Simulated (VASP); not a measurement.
Runs of VASP 6.6.1 on KF. The structure is that of space group I4/mmm (No. 139), or close to it. The cells are those of the table. 

| cell | gap on the mesh (eV) | pressure (GPa) |
| --- | --- | --- |
| a = 3.624, b = 3.554, c = 3.767 Å, angles 59.3, 57.4, 63.3°, 2 atoms | 6.47 | 8.3 |
| a = 4.131, b = 4.131, c = 3.833 Å, angles 62.4, 62.4, 55.3°, 2 atoms | 5.25 | -2.1 |
| a = 3.833, b = 3.970, c = 3.970 Å, angles 57.7, 61.1, 61.1°, 2 atoms | (a) | -1.4 |
| a = 3.557, b = 3.594, c = 3.867 Å, angles 56.8, 57.7, 65.5°, 2 atoms | 6.04 | 10.4 |
| a = 3.557, b = 3.521, c = 3.800 Å, angles 58.0, 57.1, 64.9°, 2 atoms | 6.27 | 12.1 |
| a = 3.624, b = 3.768, c = 3.970 Å, angles 55.8, 59.3, 64.9°, 2 atoms | 5.81 | 4.4 |
| a = 3.624, b = 3.732, c = 3.935 Å, angles 56.3, 59.0, 64.7°, 2 atoms | 5.91 | 4.9 |
| a = 3.557, b = 3.450, c = 3.734 Å, angles 59.2, 56.4, 64.4°, 2 atoms | 6.50 | (b) |

Alike in all rows: task single point; level PBE; potentials or basis VASP PAW PBE potentials, release 64 (K_sv, F); no spin polarisation; k mesh 8 × 8 × 8; cutoff (eV) 520; smearing gaussian 0.05 eV.

Question: Estimate the missing entries.

Answer: (a) 5.59; (b) 14.4.

Caveats: the cell stands under pressure (at least some runs).

A k mesh can miss the band edges.
